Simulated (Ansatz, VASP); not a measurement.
**RbGe2 in VASP and in Ansatz**

The input INCAR:

```
SYSTEM = RbGe2
ALGO     = Normal         ! electronic algorithm
EDIFF    = 1E-6           ! SCF threshold, eV
EDIFFG   = -0.01          ! ionic threshold
ENCUT    = 600            ! plane-wave cutoff, eV
GGA      = PE             ! functional
IBRION   = 2              ! ionic algorithm
ISIF     = 3              ! what is computed and relaxed
ISMEAR   = 0              ! smearing method
LASPH    = .True.         ! aspherical terms in the spheres
LCHARG   = .False.        ! write CHGCAR
LREAL    = .False.        ! projectors in reciprocal space
LWAVE    = .False.        ! write WAVECAR
NELM     = 100            ! most SCF steps
NSW      = 100            ! ionic steps
PREC     = Accurate       ! precision mode
SIGMA    = 0.1            ! smearing width, eV
```

Contents of KPOINTS:

```
k-points
0
Gamma
  12 12 12
  0 0 0
```

POSCAR

```
RbGe2
1.0
    2.8757591103      1.6603202964      3.1746575249
   -2.8757591103      1.6603202964      3.1746575249
    0.0000000000     -3.3206405929      3.1746575249
Rb Ge
1 2
Direct
    0.5000000000      0.5000000000      0.5000000000
    0.8693811543      0.8693811543      0.8693811543
    0.1306188457      0.1306188457      0.1306188457
```

Input for Ansatz:

```yaml
crystal:
  lattice:
    - [2.8757591103, 1.6603202964, 3.1746575249]
    - [-2.8757591103, 1.6603202964, 3.1746575249]
    - [0.0, -3.3206405929, 3.1746575249]
  atoms:
    - { symbol: Rb, position: [0.5, 0.5, 0.5] }
    - { symbol: Ge, position: [0.8693811543, 0.8693811543, 0.8693811543] }
    - { symbol: Ge, position: [0.1306188457, 0.1306188457, 0.1306188457] }
basis:
  ecutwfc: 420
kpoints:
  mp_grid: { grid: [12, 12, 12] }
hamiltonian:
  xc: pbe
scf:
  occupations: { method: gaussian, width: 0.1 }
output:
  forces: true
  stress: true
  eigenvalues: true
relax:
  adjacent_minimum: "off"
  f_tol: 0.01
  max_steps: 80
  cell: { stress_tol: 0.05 }
```

Alike in both runs: task relaxation of cell and atoms; functional PBE; k mesh 12 × 12 × 12; occupations gaussian, width 0.1 eV; no spin polarisation.

```csv
,VASP,Ansatz
version,VASP 6.6.1,Ansatz 0.2.0
potentials or method,"VASP PAW PBE potentials, release 64 (Rb_sv, Ge_d), cutoff 600 eV","scalar-relativistic, plane waves, PAW"
valence electrons in the cell,37,37
```

|  | VASP | Ansatz | Ansatz less VASP |
| --- | --- | --- | --- |
| gap on the k mesh at the Fermi level, each at its own relaxed structure (eV) | none | none | - |
| relaxed volume (Å³/atom) | 30.82 | 30.71 | -0.115 |
| relaxed cell length with the largest relative difference (Å) | 4.614 | 4.608 | -0.0053 |

A gap of «none» marks a metal or a gap that the smearing closes.
